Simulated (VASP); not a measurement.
Input of a VASP 6.6.1 run:

Contents of INCAR:

```
PREC = Accurate ; ENCUT = 520
EDIFF = 1E-6 ; ISMEAR = -1
SIGMA = 0.05 ; LREAL = F
LASPH = T ; NELM = 60
ALGO = Normal ; ISIF = 2
LWAVE = F ; LCHARG = F
GGA = PE ; NBANDS = 12
```

Contents of KPOINTS:

```
regular mesh
0
Gamma
  10 10 10
```

The input POSCAR:

```
Ga
1.0
    2.7522272573      0.0000000000      0.0000000000
    0.0000000000      2.7522272573      0.0000000000
    0.0000000000      0.0000000000      2.7522272573
Ga
1
Direct
    0.0000000000      0.0000000000      0.0000000000
```

Potentials or basis: VASP PAW PBE potentials, release 64 (Ga_d).

Run with:

```console
$ cat potpaw_PBE.64/Ga_d/POTCAR > POTCAR
$ mpirun -np 1 vasp_std > vasp.out
```

Q: Estimate the pressure.

A: -1.2 GPa.
